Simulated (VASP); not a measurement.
# V2SiN2 (P-3m1) in VASP: single point with PBE

Aim: the single point of V2SiN2 with PBE.

All numbers are computed with VASP 6.6.1; they aren't measurements. Logs are shortened: lines on timing, memory, paths and dates and some standing lists are left out, and cuts for length are marked.

## Step 1: The cell of the first run

The structure is trigonal, space group P-3m1 (No. 164). The conventional cell has a = 4.032 Å, b = 4.032 Å, c = 2.899 Å, α = 90.00°, β = 90.00°, γ = 120.00°. Within 1.6 Å of V (site symmetry 3m) lie 1 N at 1.22 Å. Within 3.2 Å of Si (site symmetry -3m) lie 12 V at 2.44 to 3.17 Å and 12 N at 2.51 to 3.05 Å and 2 Si at 2.90 Å. N (site symmetry 3m) has 1 V at 1.22 Å within 1.6 Å.

The cell was generated, and may not be a known phase.

## Step 2: Single point, PBE, collinear spin, antiferromagnetic start

Input file INCAR:

```
SYSTEM = V2SiN2
PREC = Accurate
ENCUT = 520
EDIFF = 1E-7
ISMEAR = 0
SIGMA = 0.1
LREAL = .FALSE.
LASPH = .TRUE.
NELM = 150
ALGO = Normal
ISIF = 2
LWAVE = .FALSE.
LCHARG = .FALSE.
ISPIN = 2
MAGMOM = 2 -2 0 0 0
LORBIT = 11
LMAXMIX = 4
GGA = PE
NBANDS = 32
```

Input file KPOINTS:

```
Automatic mesh
0
G
  6 6 6
  0 0 0
```

Input file POSCAR:

```
V2SiN2
1.0
    4.0323842700      0.0000000000      0.0000000000
   -2.0161921300      3.4921472100      0.0000000000
    0.0000000000      0.0000000000      2.8988256700
V Si N
2 1 2
Direct
    0.3333333300      0.6666666700      0.2558904300
    0.6666666700      0.3333333300      0.7441095700
    0.0000000000      0.0000000000      0.0000000000
    0.3333333300      0.6666666700      0.6775180600
    0.6666666700      0.3333333300      0.3224819400
```

Potentials or basis: VASP PAW PBE potentials, release 64 (V_sv, Si, N).

On the command line:

```console
cat potpaw_PBE.64/V_sv/POTCAR potpaw_PBE.64/Si/POTCAR potpaw_PBE.64/N/POTCAR > POTCAR
mpirun -np 1 vasp_std > vasp.out
```

OUTCAR:

```text
SYSTEM = V2SiN2
   PREC = Accurate
   ENCUT = 520
   EDIFF = 1E-7
   ISMEAR = 0
   LREAL = .FALSE.
   LASPH = .TRUE.
   NELM = 150
   ISIF = 2
   ISPIN = 2
   LORBIT = 11
   GGA = PE

 ion  position               nearest neighbor table
   1  0.333  0.667  0.256-   4 1.22   4 1.68   5 2.34   5 2.34   5 2.34   3 2.44   3 2.44   3 2.44
                             2 2.72   2 2.72   2 2.72   2 2.76   2 2.76   2 2.76
   2  0.667  0.333  0.744-   5 1.22   5 1.68   4 2.34   4 2.34   4 2.34   3 2.44   3 2.44   3 2.44
                             1 2.72   1 2.72   1 2.72   1 2.76   1 2.76   1 2.76
   3  0.000  0.000  0.000-   1 2.44   2 2.44   1 2.44   2 2.44   2 2.44   1 2.44
   4  0.333  0.667  0.678-   1 1.22   1 1.68   2 2.34   2 2.34   2 2.34
   5  0.667  0.333  0.322-   2 1.22   2 1.68   1 2.34   1 2.34   1 2.34

  LATTYP: Found a hexagonal cell.
 ALAT       =     4.0323842700
 C/A-ratio  =     0.7188862658

  Lattice vectors:

 A1 = (   4.0323842700,   0.0000000000,   0.0000000000)
 A2 = (  -2.0161921300,   3.4921472100,   0.0000000000)
 A3 = (   0.0000000000,   0.0000000000,   2.8988256700)

Analysis of symmetry for initial positions (statically):
=====================================================================
 Subroutine PRICEL returns:
 Original cell was already a primitive cell.

 Routine SETGRP: Setting up the symmetry group for a
 hexagonal supercell.

 Subroutine GETGRP returns: Found 12 space group operations
 (whereof 12 operations were pure point group operations)
 out of a pool of 24 trial point group operations.

The static configuration has the point symmetry D_3d.

Analysis of symmetry for dynamics (positions and initial velocities):
=====================================================================
 Subroutine PRICEL returns:
 Original cell was already a primitive cell.

 Routine SETGRP: Setting up the symmetry group for a
 hexagonal supercell.

 Subroutine GETGRP returns: Found 12 space group operations
 (whereof 12 operations were pure point group operations)
 out of a pool of 24 trial point group operations.

The dynamic configuration has the point symmetry D_3d.

Analysis of structural, dynamic, and magnetic symmetry:
=====================================================================
 Subroutine PRICEL returns:
 Original cell was already a primitive cell.

 Routine SETGRP: Setting up the symmetry group for a
 hexagonal supercell.

 Subroutine GETGRP returns: Found 12 space group operations
 (whereof 12 operations were pure point group operations)
 out of a pool of 24 trial point group operations.

The overall configuration has the point symmetry D_3d.

 Subroutine INISYM returns: Found 12 space group operations
 (whereof 12 operations are pure point group operations),
 and found     1 'primitive' translations

----------------------------------------------------------------------------------------

                                     Primitive cell

  volume of cell :      40.8203

  direct lattice vectors                    reciprocal lattice vectors
     4.032384270  0.000000000  0.000000000     0.247992238  0.143178385  0.000000000
    -2.016192130  3.492147210  0.000000000     0.000000000  0.286356771  0.000000000
     0.000000000  0.000000000  2.898825670     0.000000000  0.000000000  0.344967278

  length of vectors
     4.032384270  4.032384263  2.898825670     0.286356771  0.286356771  0.344967278

  position of ions in fractional coordinates (direct lattice)
     0.333333330  0.666666670  0.255890430
     0.666666670  0.333333330  0.744109570
     0.000000000  0.000000000  0.000000000
     0.333333330  0.666666670  0.677518060
     0.666666670  0.333333330  0.322481940

  ion indices of the primitive-cell ions
   primitive index   ion index
                 1           1
                 2           2
                 3           3
                 4           4
                 5           5

----------------------------------------------------------------------------------------

[... 28 lines left out ...]
  0.333333  0.000000  0.000000      6.000000
  0.500000  0.000000  0.000000      3.000000
  0.166667  0.166667  0.000000      6.000000
  0.333333  0.166667  0.000000     12.000000
[... 16 lines left out ...]
  0.500000  0.000000  0.333333      6.000000
  0.166667  0.166667  0.333333     12.000000
 [... further k-points ...]
   k-points           NKPTS =     34   k-points in BZ     NKDIM =     34   number of bands    NBANDS=     32
   number of dos      NEDOS =    301   number of ions     NIONS =      5
   total plane-waves  NPLWV =  21600
   dimension x,y,z NGX =    30 NGY =   30 NGZ =   24
   dimension x,y,z NGXF=    60 NGYF=   60 NGZF=   48
   ions per type =               2   1   2
   NGX,Y,Z   is equivalent  to a cutoff of  12.37, 12.37, 13.76 a.u.
   NGXF,Y,Z  is equivalent  to a cutoff of  24.74, 24.74, 27.53 a.u.
 SYSTEM =  V2SiN2
   PREC   = accura    normal or accurate (medium, high low for compatibility)
   ISTART =      0    job   : 0-new  1-cont  2-samecut
   ICHARG =      2    charge: 1-file 2-atom 10-const
   ISPIN  =      2    spin polarized calculation?
   LNONCOLLINEAR =      F non collinear calculations
   LSORBIT =      F    spin-orbit coupling
   LASPH  =      T    aspherical Exc in radial PAW
   ENCUT  =  520.0 eV  38.22 Ry    6.18 a.u.   7.50  7.50  5.39*2*pi/ulx,y,z
   NELM   =    150;   NELMIN=  2; NELMDL= -5     # of ELM steps
   EDIFF  = 0.1E-06   stopping-criterion for ELM
   LREAL  =      F    real-space projection
   EDIFFG = 0.1E-05   stopping-criterion for IOM
   NSW    =      0    number of steps for IOM
   IBRION =     -1    ionic relax: 0-MD 1-quasi-New 2-CG
   NFREE  =      0    steps in history (QN), initial steepest desc. (CG)
   ISIF   =      2    stress and relaxation
   ISYM   =      2    0-nonsym 1-usesym 2-fastsym
   POTIM  = 0.5000    time-step for ionic-motion
   TEBEG  =    0.0;   TEEND  =   0.0 temperature during run
   PSTRESS=    0.0 pullay stress
   NELECT =      40.0000    total number of electrons
   NUPDOWN=      -1.0000    fix difference up-down
   EMIN   =  10.00;   EMAX   =-10.00  energy-range for DOS
   EFERMI =   0.00;   METHOD = LEGACY
   ISMEAR =     0;   SIGMA  =   0.10  broadening in eV -4-tet -1-fermi 0-gaus
   EFERMI_NEDOS =   21; number of points for ismear=-14 and -15
   IALGO  =     38    algorithm
   IMIX   =      4    mixing-type and parameters
     AMIX     =   0.40;   BMIX     =  1.00
     AMIX_MAG =   1.60;   BMIX_MAG =  1.00
  volume/ion in A,a.u.               =       8.16        55.09
  Fermi-wavevector in a.u.,A,eV,Ry     =   1.626058  3.072804 35.974674  2.644064
  Thomas-Fermi vector in A             =   2.719079
   LORBIT       =     11    0 simple, 1 ext, 2 COOP (PROOUT), +10 PAW based schemes
   GGA     = PE    functional components
   LHFCALC =     F    Hartree Fock is set to
   AEXX    =    0.0000 exact exchange contribution
   IVDW    =     0    specifies the selected vdW correction
   LEPSILON=     F    determine dielectric tensor
   LRPA    =     F    only Hartree local field effects (RPA)
 spin polarized calculation
 Gauss-broadening in eV      SIGMA  =   0.10
  energy-cutoff  :      520.00
  volume of cell :       40.82
 maximum number of plane-waves:      1117
 NGX is ok and might be reduce to    30
   NGX = 15   NGY = 15   NGZ = 11

 number of electron      40.0000020 magnetization       0.0000000

 number of electron      40.0000020 magnetization      -0.0000000

 Free energy of the ion-electron system (eV)
  ---------------------------------------------------
  ext. energy  EPLUGINS =         0.00000000
  ---------------------------------------------------
  free energy    TOTEN  =       -12.89182813 eV

  energy without entropy =      -12.87869248  energy(sigma->0) =      -12.88526031

 E-fermi :  14.1109     XC(G=0): -13.6779

 val. band max:       14.1103540099   @ k =   0.1667   0.1667   0.5000
 cond. band min:      14.1237943224   @ k =   0.5000   0.0000   0.5000
 fundamental gap:      0.0134403125
 Fermi energy:        14.1108724010

 spin component 1

 k-point     1 :       0.0000    0.0000    0.0000
  band No.  band energies     occupation
      1     -51.1531      1.00000
      2     -50.9736      1.00000
      3     -27.5979      1.00000
      4     -27.3598      1.00000
      5     -24.2667      1.00000
      6     -24.2667      1.00000
[... 829 lines left out ...]
     31      24.0501      0.00000
     32      25.3499      0.00000

 [... further k-points ...]

 spin component 2

 k-point     1 :       0.0000    0.0000    0.0000
  band No.  band energies     occupation
      1     -51.1531      1.00000
      2     -50.9736      1.00000
      3     -27.5979      1.00000
      4     -27.3598      1.00000
      5     -24.2667      1.00000
      6     -24.2667      1.00000
[... 829 lines left out ...]
     31      24.0501      0.00000
     32      25.3499      0.00000

 [... further k-points ...]

------------------------ aborting loop because EDIFF is reached ----------------------------------------

  FORCE on cell =-STRESS in cart. coord.  units (eV):
  Direction    XX          YY          ZZ          XY          YZ          ZX
  --------------------------------------------------------------------------------------
  -------------------------------------------------------------------------------------
  Total       19.0611548     19.0611548    180.9138458      0.0000000     -0.0000000     -0.0000000
  in kB      748.1406243    748.1406219   7100.7763622      0.0000011     -0.0000000     -0.0000000
  external PRESSURE =    2865.6858695 kB  Pullay stress =       0.0000000 kB

 VOLUME and BASIS-vectors are now :
 -----------------------------------------------------------------------------
  energy-cutoff  :      520.00
  volume of cell :       40.82
      direct lattice vectors                 reciprocal lattice vectors
     4.032384270  0.000000000  0.000000000     0.247992238  0.143178385  0.000000000
    -2.016192130  3.492147210  0.000000000     0.000000000  0.286356771  0.000000000
     0.000000000  0.000000000  2.898825670     0.000000000  0.000000000  0.344967278

 POSITION                                       TOTAL-FORCE (eV/Angst)
 -----------------------------------------------------------------------------------
     -0.00000      2.32810      0.74178        -0.000000      0.000000    -46.370262
      2.01619      1.16405      2.15704         0.000000     -0.000000     46.370262
      0.00000      0.00000      0.00000         0.000000      0.000000      0.000000
     -0.00000      2.32810      1.96401         0.000000      0.000000     44.977887
      2.01619      1.16405      0.93482        -0.000000     -0.000000    -44.977887
 -----------------------------------------------------------------------------------
    total drift:                               -0.000000      0.000000      0.000000

  FREE ENERGIE OF THE ION-ELECTRON SYSTEM (eV)
  ---------------------------------------------------
  free  energy   TOTEN  =       -12.8918281310 eV

  energy  without entropy=      -12.8786924818  energy(sigma->0) =      -12.88526031

 total charge

# of ion       s       p       d       tot
------------------------------------------
    1        2.443   6.698   4.847  13.987
    2        2.443   6.698   4.847  13.987
    3        0.869   0.972   0.000   1.841
    4        1.441   2.777   0.000   4.219
    5        1.441   2.777   0.000   4.219
--------------------------------------------------
tot          8.638  19.922   9.694  38.253

 magnetization (x)

# of ion       s       p       d       tot
------------------------------------------
    1       -0.000  -0.000  -0.000  -0.000
    2        0.000   0.000   0.000   0.000
    3        0.000   0.000   0.000   0.000
    4        0.000   0.000   0.000   0.000
    5       -0.000  -0.000   0.000  -0.000
--------------------------------------------------
tot          0.000   0.000   0.000   0.000
```

Run time: 2.7 min. Hardware: 1 thread of Intel Xeon 8259CL, shared host; peak memory 0.22 GiB.

What came out:

```
Free energy                                           : -12.8918 eV
Pressure                                              : 286.6 GPa
Largest force                                         : 46.370 eV/Å
Band gap on the k mesh                                : zero (filled and empty bands overlap)
Net moment                                            : 0.00 μB per cell
Valence electrons inside the program's atomic spheres : V 13.99; Si 1.84; N 4.22
```

Forces on the atoms (eV/Å):
```
V     0.000   0.000 -46.370
V     0.000   0.000  46.370
Si    0.000   0.000   0.000
N     0.000   0.000  44.978
N     0.000   0.000 -44.978
```

Stress tensor (GPa, compression positive):
```
 74.81   0.00   0.00
  0.00  74.81   0.00
  0.00   0.00 710.08
```

Caveat: the k points lie up to 0.36 Å⁻¹ apart, too coarse for converged energies and pressures of a metal; atoms lie so close that the PAW spheres overlap strongly, which falsifies energies and pressures; the moments typed at the start vanished in this run; forces of over 1 eV/Å act on the atoms, so gaps and moduli don't describe the material at rest. With open d or f shells a metallic result of PBE can be an artefact of self-interaction; +U or a hybrid may open a gap.
